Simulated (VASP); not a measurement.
Write the native input for VASP 6.6.1 that does the following.

| Quantity | Value |
| --- | --- |
| Task | single point |
| Functional | PBEsol |
| Potentials or basis | VASP PAW PBE potentials, release 64 (Te, Mo_sv) |
| Cutoff | 520 eV |
| k mesh | 12 × 12 × 2 |
| Occupations | gaussian, width 0.05 eV |
| Spin | no spin polarisation |
| Dipole correction | no |
| Further INCAR settings | ALGO = Normal; EDIFF = 1e-06; NBANDS = 35 |

The structure of Te2Mo lies in POSCAR:

```
Te2Mo
1.0
    3.4066443866      0.0000000000      0.0000000000
   -1.7033221933      2.9502405805      0.0000000000
    0.0000000000      0.0000000000     14.7089659088
Te Mo
4 2
Direct
    0.3333333333      0.6666666667      0.6211281373
    0.6666666667      0.3333333333      0.1211281373
    0.3333333333      0.6666666667      0.8788718627
    0.6666666667      0.3333333333      0.3788718627
    0.3333333333      0.6666666667      0.2500000000
    0.6666666667      0.3333333333      0.7500000000
```

This cell differs from its parent crystal: strain -0.025 along x and y, +0.050 along z.

These files were run (other wordings do the same):

INCAR

```
SYSTEM = Te2Mo
PREC     = Accurate       ! precision mode
ENCUT    = 520            ! plane-wave cutoff, eV
EDIFF    = 1E-6           ! SCF threshold, eV
ISMEAR   = 0              ! smearing method
SIGMA    = 0.05           ! smearing width, eV
LREAL    = .False.        ! projectors in reciprocal space
LASPH    = .True.         ! aspherical terms in the spheres
NELM     = 80             ! most SCF steps
ALGO     = Normal         ! electronic algorithm
ISIF     = 2              ! what is computed and relaxed
LWAVE    = .False.        ! write WAVECAR
LCHARG   = .False.        ! write CHGCAR
GGA      = PS             ! functional
NBANDS   = 35             ! bands
```

KPOINTS

```
regular mesh
0
Gamma
  12 12 2
  0 0 0
```

Potentials or basis: VASP PAW PBE potentials, release 64 (Te, Mo_sv).

Run with:

```console
$ cat potpaw_PBE.64/Te/POTCAR potpaw_PBE.64/Mo_sv/POTCAR > POTCAR
$ mpirun -np 1 vasp_std > vasp.out
```

It gave:

```
Pressure               : -0.7 GPa
Largest force          : 0.658 eV/Å
Band gap on the k mesh : 0.51 eV (least direct gap 0.94 eV)
```

Caveat: the cell differs from its parent crystal (strain -0.025 along x and y, +0.050 along z); the PAW data sets were made with another functional, which shifts forces and pressure a little; spin-orbit coupling is left out, which moves the levels of the heavy elements; this functional lacks dispersion, which binds the layers, so the pressure and a relaxed spacing across them are unreliable.

Wall time 2.1 min on 1 thread of Intel(R) Xeon(R) 6975P-C (Granite Rapids) (shared host), peak memory 0.38 GiB.
